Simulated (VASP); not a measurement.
BN, 2 atoms in the cell. The structure is tetragonal, space group I-4m2 (No. 119). Conventional cell: a = 2.584 Å, b = 2.584 Å, c = 3.545 Å, α = 90.00°, β = 90.00°, γ = 90.00°. B (site symmetry -4m2) has 4 N at 1.57 Å within 2.1 Å. Within 2.1 Å of N (site symmetry -4m2) lie 4 B at 1.57 Å.  This cell differs from its parent crystal: strained.

```yaml
Program: VASP 6.6.1
Task: single point
Functional: PBE
Potentials_or_basis: VASP PAW PBE potentials, release 64 (B, N)
Cutoff: 520 eV
k_mesh: 12 × 12 × 12
Occupations: gaussian, width 0.02 eV
Spin: no spin polarisation
Dipole_correction: no
Further_INCAR_settings: ALGO = Normal; EDIFF = 1e-06; NBANDS = 11
```

Potentials or basis: VASP PAW PBE potentials, release 64 (B, N).

The run is started by

```sh
$ cat potpaw_PBE.64/B/POTCAR potpaw_PBE.64/N/POTCAR > POTCAR
$ mpirun -np 1 vasp_std > vasp.out
```

Hardware: 1 thread of Intel Xeon 6975P-C (shared host).

Q: Estimate the wall time of this run.

A: It took 12 s on 1 thread of Intel Xeon 6975P-C, on a shared host, peak memory 0.13 GiB. Counts: scf iterations 12, k points 163.
